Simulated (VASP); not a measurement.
# AlRu (P4mm) in VASP: a series of runs

The runs below take AlRu through single point, with PBE.

Everything below comes from runs of VASP 6.6.1. Logs are shortened: lines on timing, memory, paths and dates and some standing lists are left out, and cuts for length are marked.

**1. The cell of the first run**

It takes space group P4mm (No. 99, tetragonal). Conventional cell: a = 2.992 Å, b = 2.992 Å, c = 2.992 Å, α = 90.00°, β = 90.00°, γ = 90.00°. Within 3.0 Å of Al (site symmetry 4mm) lie 8 Ru at 2.30 to 2.98 Å and 6 Al at 2.99 Å. Ru (site symmetry 4mm) has 8 Al at 2.30 to 2.98 Å and 6 Ru at 2.99 Å within 3.0 Å.

**2. Single point, PBE (atom 1 (Al) moved by (+0.000, -0.600) A along [1 1 0] and z)**

The input, INCAR:

```
SYSTEM = AlRu
PREC     = Accurate       ! precision mode
ENCUT    = 520            ! plane-wave cutoff, eV
EDIFF    = 1E-6           ! SCF threshold, eV
ISMEAR   = 0              ! smearing method
SIGMA    = 0.15           ! smearing width, eV
LREAL    = .False.        ! projectors in reciprocal space
LASPH    = .True.         ! aspherical terms in the spheres
NELM     = 80             ! most SCF steps
ALGO     = Fast           ! electronic algorithm
ISIF     = 2              ! what is computed and relaxed
LWAVE    = .False.        ! write WAVECAR
LCHARG   = .False.        ! write CHGCAR
GGA      = PE             ! functional
NBANDS   = 16             ! bands
```

The input, KPOINTS:

```
Automatic mesh
0
Gamma
  16 16 16
  0 0 0
```

The input, POSCAR:

```
AlRu
1.0
    2.9916000000      0.0000000000      0.0000000000
    0.0000000000      2.9916000000      0.0000000000
    0.0000000000      0.0000000000      2.9916000000
Al Ru
1 1
Direct
    0.0000000000      0.0000000000     -0.2005615724
    0.5000000000      0.5000000000      0.5000000000
```

Potentials or basis: VASP PAW PBE potentials, release 64 (Al, Ru_pv).

Run with:

```sh
> cat potpaw_PBE.64/Al/POTCAR potpaw_PBE.64/Ru_pv/POTCAR > POTCAR
> mpirun -np 1 vasp_std > vasp.out
```

OUTCAR:

```text
SYSTEM = AlRu
   PREC = Accurate
   ENCUT = 520
   EDIFF = 1E-6
   ISMEAR = 0
   LREAL = .False.
   LASPH = .True.
   NELM = 80
   ISIF = 2
   GGA = PE

 ion  position               nearest neighbor table
   1  0.000  0.000  0.799-   2 2.30   2 2.30   2 2.30   2 2.30   2 2.98   2 2.98   2 2.98   2 2.98

   2  0.500  0.500  0.500-   1 2.30   1 2.30   1 2.30   1 2.30   1 2.98   1 2.98   1 2.98   1 2.98

  LATTYP: Found a simple cubic cell.
 ALAT       =     2.9916000000

  Lattice vectors:

 A1 = (   2.9916000000,   0.0000000000,   0.0000000000)
 A2 = (   0.0000000000,   2.9916000000,   0.0000000000)
 A3 = (   0.0000000000,   0.0000000000,   2.9916000000)

Analysis of symmetry for initial positions (statically):
=====================================================================
 Subroutine PRICEL returns:
 Original cell was already a primitive cell.

 Routine SETGRP: Setting up the symmetry group for a
 simple cubic supercell.

 Subroutine GETGRP returns: Found  8 space group operations
 (whereof  8 operations were pure point group operations)
 out of a pool of 48 trial point group operations.

The static configuration has the point symmetry C_4v.

Analysis of symmetry for dynamics (positions and initial velocities):
=====================================================================
 Subroutine PRICEL returns:
 Original cell was already a primitive cell.

 Routine SETGRP: Setting up the symmetry group for a
 simple cubic supercell.

 Subroutine GETGRP returns: Found  8 space group operations
 (whereof  8 operations were pure point group operations)
 out of a pool of 48 trial point group operations.

The dynamic configuration has the point symmetry C_4v.

 Subroutine INISYM returns: Found  8 space group operations
 (whereof  8 operations are pure point group operations),
 and found     1 'primitive' translations

----------------------------------------------------------------------------------------

                                     Primitive cell

  volume of cell :      26.7738

  direct lattice vectors                    reciprocal lattice vectors
     2.991600000  0.000000000  0.000000000     0.334269287  0.000000000  0.000000000
     0.000000000  2.991600000  0.000000000     0.000000000  0.334269287  0.000000000
     0.000000000  0.000000000  2.991600000     0.000000000  0.000000000  0.334269287

  length of vectors
     2.991600000  2.991600000  2.991600000     0.334269287  0.334269287  0.334269287

  position of ions in fractional coordinates (direct lattice)
     0.000000000  0.000000000  0.799438428
     0.500000000  0.500000000  0.500000000

  ion indices of the primitive-cell ions
   primitive index   ion index
                 1           1
                 2           2

----------------------------------------------------------------------------------------

 KPOINTS: Automatic mesh

Automatic generation of k-mesh.
 Grid dimensions read from file:
 generate k-points for:   16   16   16

 Generating k-lattice:

  Cartesian coordinates                     Fractional coordinates (reciprocal lattice)
     0.020891830  0.000000000  0.000000000     0.062500000  0.000000000  0.000000000
     0.000000000  0.020891830  0.000000000     0.000000000  0.062500000  0.000000000
     0.000000000  0.000000000  0.020891830     0.000000000  0.000000000  0.062500000

  Length of vectors
     0.020891830  0.020891830  0.020891830

  Shift w.r.t. Gamma in fractional coordinates (k-lattice)
     0.000000000  0.000000000  0.000000000

 Subroutine IBZKPT returns following result:
 ===========================================

 Found    405 irreducible k-points:

 Following reciprocal coordinates:
            Coordinates               Weight
  0.000000  0.000000  0.000000      1.000000
  0.062500  0.000000  0.000000      4.000000
  0.000000  0.000000  0.062500      2.000000
  0.125000  0.000000  0.000000      4.000000
  0.000000  0.000000  0.125000      2.000000
  0.187500  0.000000  0.000000      4.000000
[... 16 lines left out ...]
  0.187500  0.062500  0.000000      8.000000
  0.000000  0.187500  0.062500      8.000000
 [... further k-points ...]
   k-points           NKPTS =    405   k-points in BZ     NKDIM =    405   number of bands    NBANDS=     16
   number of dos      NEDOS =    301   number of ions     NIONS =      2
   total plane-waves  NPLWV =  13824
   dimension x,y,z NGX =    24 NGY =   24 NGZ =   24
   dimension x,y,z NGXF=    48 NGYF=   48 NGZF=   48
   ions per type =               1   1
   NGX,Y,Z   is equivalent  to a cutoff of  13.34, 13.34, 13.34 a.u.
   NGXF,Y,Z  is equivalent  to a cutoff of  26.67, 26.67, 26.67 a.u.
 SYSTEM =  AlRu
   PREC   = accura    normal or accurate (medium, high low for compatibility)
   ISTART =      0    job   : 0-new  1-cont  2-samecut
   ICHARG =      2    charge: 1-file 2-atom 10-const
   ISPIN  =      1    spin polarized calculation?
   LNONCOLLINEAR =      F non collinear calculations
   LSORBIT =      F    spin-orbit coupling
   LASPH  =      T    aspherical Exc in radial PAW
   ENCUT  =  520.0 eV  38.22 Ry    6.18 a.u.   5.56  5.56  5.56*2*pi/ulx,y,z
   NELM   =     80;   NELMIN=  2; NELMDL= -5     # of ELM steps
   EDIFF  = 0.1E-05   stopping-criterion for ELM
   LREAL  =      F    real-space projection
   EDIFFG = 0.1E-04   stopping-criterion for IOM
   NSW    =      0    number of steps for IOM
   IBRION =     -1    ionic relax: 0-MD 1-quasi-New 2-CG
   NFREE  =      0    steps in history (QN), initial steepest desc. (CG)
   ISIF   =      2    stress and relaxation
   ISYM   =      2    0-nonsym 1-usesym 2-fastsym
   POTIM  = 0.5000    time-step for ionic-motion
   TEBEG  =    0.0;   TEEND  =   0.0 temperature during run
   PSTRESS=    0.0 pullay stress
   NELECT =      17.0000    total number of electrons
   NUPDOWN=      -1.0000    fix difference up-down
   EMIN   =  10.00;   EMAX   =-10.00  energy-range for DOS
   EFERMI =   0.00;   METHOD = LEGACY
   ISMEAR =     0;   SIGMA  =   0.15  broadening in eV -4-tet -1-fermi 0-gaus
   EFERMI_NEDOS =   21; number of points for ismear=-14 and -15
   IALGO  =     68    algorithm
   IMIX   =      4    mixing-type and parameters
     AMIX     =   0.40;   BMIX     =  1.00
     AMIX_MAG =   1.60;   BMIX_MAG =  1.00
  volume/ion in A,a.u.               =      13.39        90.34
  Fermi-wavevector in a.u.,A,eV,Ry     =   1.407087  2.659009 26.938090  1.979894
  Thomas-Fermi vector in A             =   2.529382
   LORBIT       =      0    0 simple, 1 ext, 2 COOP (PROOUT), +10 PAW based schemes
   GGA     = PE    functional components
   LHFCALC =     F    Hartree Fock is set to
   AEXX    =    0.0000 exact exchange contribution
   IVDW    =     0    specifies the selected vdW correction
   LEPSILON=     F    determine dielectric tensor
   LRPA    =     F    only Hartree local field effects (RPA)
 non-spin polarized calculation
 RMM-DIIS sequential band-by-band and
 Gauss-broadening in eV      SIGMA  =   0.15
  energy-cutoff  :      520.00
  volume of cell :       26.77
 maximum number of plane-waves:       739
 NGX is ok and might be reduce to    24
   NGX = 11   NGY = 11   NGZ = 11

 number of electron      16.9999995 magnetization

 Free energy of the ion-electron system (eV)
  ---------------------------------------------------
  ext. energy  EPLUGINS =         0.00000000
  ---------------------------------------------------
  free energy    TOTEN  =       -12.93023999 eV

  energy without entropy =      -12.91201647  energy(sigma->0) =      -12.92112823

 E-fermi :  10.5526     XC(G=0): -12.4699

 val. band max:       10.5519007756   @ k =   0.5000   0.5000   0.0000
 cond. band min:      10.5566489449   @ k =   0.0625   0.3125   0.1250
 fundamental gap:      0.0047481693
 Fermi energy:        10.5525826110

 k-point     1 :       0.0000    0.0000    0.0000
  band No.  band energies     occupation
      1     -31.1371      2.00000
      2     -31.1371      2.00000
      3     -31.0354      2.00000
      4       1.1170      2.00000
      5       6.6169      2.00000
      6       6.9934      2.00000
[... 8 lines left out ...]
     15      23.0072      0.00000
     16      24.8793      0.00000

 k-point     2 :       0.0625    0.0000    0.0000
  band No.  band energies     occupation
      1     -31.1458      2.00000
      2     -31.1365      2.00000
      3     -31.0346      2.00000
      4       1.1946      2.00000
      5       6.6477      2.00000
      6       7.0221      2.00000
[... 8 lines left out ...]
     15      23.0077      0.00000
     16      25.1006      0.00000

 k-point     3 :       0.0000    0.0000    0.0625
  band No.  band energies     occupation
      1     -31.1365      2.00000
      2     -31.1365      2.00000
      3     -31.0432      2.00000
      4       1.1872      2.00000
      5       6.6390      2.00000
      6       7.0212      2.00000
[... 8 lines left out ...]
     15      23.0076      0.00000
     16      24.9803      0.00000

 k-point     4 :       0.1250    0.0000    0.0000
  band No.  band energies     occupation
      1     -31.1703      2.00000
      2     -31.1346      2.00000
      3     -31.0325      2.00000
      4       1.4244      2.00000
      5       6.7270      2.00000
      6       7.1048      2.00000
[... 8 lines left out ...]
     15      23.0092      0.00000
     16      25.8804      0.00000
[... 324 lines left out ...]
 k-point    22 :       0.0625    0.0000    0.1250
  band No.  band energies     occupation
      1     -31.1432      2.00000
      2     -31.1339      2.00000
      3     -31.0647      2.00000
      4       1.4712      2.00000
      5       6.7329      2.00000
      6       7.1219      2.00000
[... 8 lines left out ...]
     15      23.0133      0.00000
     16      25.4413      0.00000

 k-point    23 :       0.1875    0.0625    0.0000
  band No.  band energies     occupation
      1     -31.2059      2.00000
      2     -31.1402      2.00000
      3     -31.0285      2.00000
      4       1.8702      2.00000
      5       6.8650      2.00000
      6       7.2471      2.00000
[... 8 lines left out ...]
     15      23.0385      0.00000
     16      26.9434      0.00000

 k-point    24 :       0.0000    0.1875    0.0625
  band No.  band energies     occupation
      1     -31.2060      2.00000
      2     -31.1311      2.00000
      3     -31.0370      2.00000
      4       1.8636      2.00000
      5       6.8355      2.00000
      6       7.2651      2.00000
[... 8 lines left out ...]
     15      23.0111      0.00000
     16      26.9601      0.00000

 [... further k-points ...]
[... 5 lines left out ...]
  --------------------------------------------------------------------------------------
  -------------------------------------------------------------------------------------
  Total        6.1771252      6.1771252      1.1979339      0.0000000      0.0000000      0.0000000
  in kB      369.6463430    369.6463430     71.6857571      0.0000000      0.0000000      0.0000000
  external PRESSURE =     270.3261477 kB  Pullay stress =       0.0000000 kB

 VOLUME and BASIS-vectors are now :
 -----------------------------------------------------------------------------
  energy-cutoff  :      520.00
  volume of cell :       26.77
      direct lattice vectors                 reciprocal lattice vectors
     2.991600000  0.000000000  0.000000000     0.334269287  0.000000000  0.000000000
     0.000000000  2.991600000  0.000000000     0.000000000  0.334269287  0.000000000
     0.000000000  0.000000000  2.991600000     0.000000000  0.000000000  0.334269287

 POSITION                                       TOTAL-FORCE (eV/Angst)
 -----------------------------------------------------------------------------------
      0.00000      0.00000      2.39160         0.000000      0.000000      4.155715
      1.49580      1.49580      1.49580         0.000000      0.000000     -4.155715
 -----------------------------------------------------------------------------------
    total drift:                                0.000000     -0.000000      0.002107

  FREE ENERGIE OF THE ION-ELECTRON SYSTEM (eV)
  ---------------------------------------------------
  free  energy   TOTEN  =       -12.9302399945 eV

  energy  without entropy=      -12.9120164652  energy(sigma->0) =      -12.92112823
```

Wall time 57 s (1 thread of Intel Xeon Platinum 8559C (Emerald Rapids), shared host); peak memory 0.27 GiB.

What came out:

```
Free energy   : -12.9302 eV
Pressure      : 27.0 GPa
Largest force : 4.156 eV/Å
```

Forces on the atoms (eV/Å):
```
Al   0.000  0.000  4.156
Ru   0.000  0.000 -4.156
```

Stress tensor (GPa, compression positive):
```
36.96  0.00  0.00
 0.00 36.96  0.00
 0.00  0.00  7.17
```

Caveat: the cell differs from its parent crystal (atom 1 (Al) moved by (+0.000, -0.600) A along [1 1 0] and z); forces of over 1 eV/Å act on the atoms, so gaps and moduli don't describe the material at rest.

**3. Single point, PBE (atom 1 (Al) moved by (+0.000, -0.300) A along [1 1 0] and z)**

The input, INCAR:

```
SYSTEM = AlRu
  ALGO = Fast
  EDIFF = 1E-6
  ENCUT = 520
  GGA = PE
  ISIF = 2
  ISMEAR = 0
  LASPH = .TRUE.
  LCHARG = .FALSE.
  LREAL = .FALSE.
  LWAVE = .FALSE.
  NBANDS = 16
  NELM = 60
  PREC = Accurate
  SIGMA = 0.15
```

The input, KPOINTS:

```
k-points
0
G
  16 16 16
  0 0 0
```

Edit POSCAR of step 2 so:

```diff
@@ -8,3 +8,3 @@
 Direct
-    0.0000000000      0.0000000000     -0.2005615724
+    0.0000000000      0.0000000000     -0.1002807862
     0.5000000000      0.5000000000      0.5000000000
```

Potentials or basis: VASP PAW PBE potentials, release 64 (Al, Ru_pv).

Run with:

```sh
> cat potpaw_PBE.64/Al/POTCAR potpaw_PBE.64/Ru_pv/POTCAR > POTCAR
> mpirun -np 1 vasp_std > vasp.out
```

Run time: 54 s. Hardware: 1 thread of Intel Xeon Platinum 8559C (Emerald Rapids), shared host; peak memory 0.27 GiB.

Results (log left out):

| Item | Value |
| --- | --- |
| Free energy | -13.9161 eV |
| Pressure | 9.3 GPa |
| Largest force | 2.293 eV/Å |

Forces on the atoms (eV/Å):
```
Al   0.000  0.000  2.293
Ru   0.000  0.000 -2.293
```

Stress tensor (GPa, compression positive):
```
11.79  0.00  0.00
 0.00 11.79  0.00
 0.00  0.00  4.40
```

Levels at points of the mesh, in eV from the Fermi level:
| k point | band 5 | band 6 | band 7 | band 8 | band 9 | band 10 | band 11 | band 12 | band 13 | band 14 |
| --- | --- | --- | --- | --- | --- | --- | --- | --- | --- | --- |
| (0.00, 0.00, 0.00) | -3.66 | -3.59 | 0.06 | 0.18 | 0.18 | 6.22 | 6.22 | 6.32 | 11.05 | 11.23 |
| (0.50, 0.00, 0.00) | -5.43 | -2.83 | -1.75 | -1.53 | 0.40 | 2.26 | 7.51 | 11.30 | 11.50 | 11.54 |
| (0.00, 0.00, 0.50) | -5.19 | -2.91 | -1.55 | -1.55 | 0.30 | 2.39 | 7.77 | 10.83 | 10.83 | 12.97 |
| (0.50, 0.50, 0.00) | -2.92 | -1.74 | -1.74 | -0.60 | -0.60 | 1.52 | 5.22 | 5.93 | 11.56 | 13.60 |
| (0.00, 0.50, 0.50) | -3.31 | -1.33 | -1.32 | -1.14 | -1.05 | 1.53 | 5.39 | 6.09 | 10.84 | 12.22 |
| (0.50, 0.50, 0.50) | -4.54 | -4.54 | 1.61 | 1.63 | 2.47 | 4.02 | 4.02 | 4.35 | 8.68 | 8.68 |

Caveat: the cell differs from its parent crystal (atom 1 (Al) moved by (+0.000, -0.300) A along [1 1 0] and z); forces of over 1 eV/Å act on the atoms, so gaps and moduli don't describe the material at rest.
